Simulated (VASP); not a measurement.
Wanted: the native input for a VASP 6.6.1 run.

- Task: single point
- Functional: PBEsol
- Potentials or basis: VASP PAW PBE potentials, release 64 (Al)
- Cutoff: 520 eV
- k mesh: 10 × 10 × 3
- Occupations: gaussian, width 0.25 eV
- Spin: no spin polarisation
- Dipole correction: no
- Further INCAR settings: ALGO = Normal; EDIFF = 1e-06; NBANDS = 14

The structure of Al lies in POSCAR:

```
Al
1.0
    2.8270770000      0.0000000000      0.0000000000
   -1.4135390000      2.4483210000      0.0000000000
    0.0000000000      0.0000000000      9.1859930000
Al
4
Direct
    0.0000000000      0.0000000000      0.0000000000
    0.3333333333      0.6666666667      0.2500000000
    0.0000000000      0.0000000000      0.5000000000
    0.6666666667      0.3333333333      0.7500000000
```

The input as run:

INCAR

```
SYSTEM = Al
ALGO     = Normal         ! electronic algorithm
EDIFF    = 1E-6           ! SCF threshold, eV
ENCUT    = 520            ! plane-wave cutoff, eV
GGA      = PS             ! functional
ISIF     = 2              ! what is computed and relaxed
ISMEAR   = 0              ! smearing method
LASPH    = .True.         ! aspherical terms in the spheres
LCHARG   = .False.        ! write CHGCAR
LREAL    = .False.        ! projectors in reciprocal space
LWAVE    = .False.        ! write WAVECAR
NBANDS   = 14             ! bands
NELM     = 100            ! most SCF steps
PREC     = Accurate       ! precision mode
SIGMA    = 0.25           ! smearing width, eV
```

KPOINTS

```
k-points
0
Gamma
  10 10 3
  0 0 0
```

Potentials or basis: VASP PAW PBE potentials, release 64 (Al).

Command:

```console
$ cat potpaw_PBE.64/Al/POTCAR > POTCAR
$ mpirun -np 1 vasp_std > vasp.out
```

It gave:

```json
{
 "Pressure": "1.8 GPa",
 "Band gap on the k mesh": "zero (band 6 reaches 12.39 eV, above the bottom of band 7 at 6.96 eV)"
}
```

Caveat: the PAW data sets were made with another functional, which shifts forces and pressure a little.

Run time: 10 s on 1 thread of Intel(R) Xeon(R) 6975P-C (Granite Rapids), on a shared host, peak memory 0.18 GiB.
